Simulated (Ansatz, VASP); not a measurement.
Sr: VASP beside Ansatz

```
Sr
1.0
     0.00000    3.16404    3.28574
     3.16404    0.00000    3.28574
     3.16404    3.16404    0.00000
Sr
1
Direct
  0.00000 0.00000 0.00000
```

Change from the starting cell: strain +0.040 along x and y, +0.080 along z, atoms carried along.

Alike in both runs: task single point; functional PBEsol; k mesh 10 × 10 × 10; occupations gaussian, width 0.03 eV; no spin polarisation.

```csv
,VASP,Ansatz
version,VASP 6.6.1,Ansatz 0.2.0
potentials or method,"VASP PAW PBE potentials, release 64 (Sr_sv), cutoff 520 eV","scalar-relativistic, plane waves, PAW"
valence electrons in the cell,10,10
```

|  | VASP | Ansatz | Ansatz less VASP |
| --- | --- | --- | --- |
| gap on the k mesh at the Fermi level (eV) | none | none | - |
| pressure (GPa) | -1.9 | -1.9 | -0.01 |
| traceless stress, the component that is largest in VASP (GPa) | -0.10 | -0.10 | 0.000 |

VASP's potentials were made for PBE, not for PBEsol. A gap of «none» marks a metal or a gap that the smearing closes.
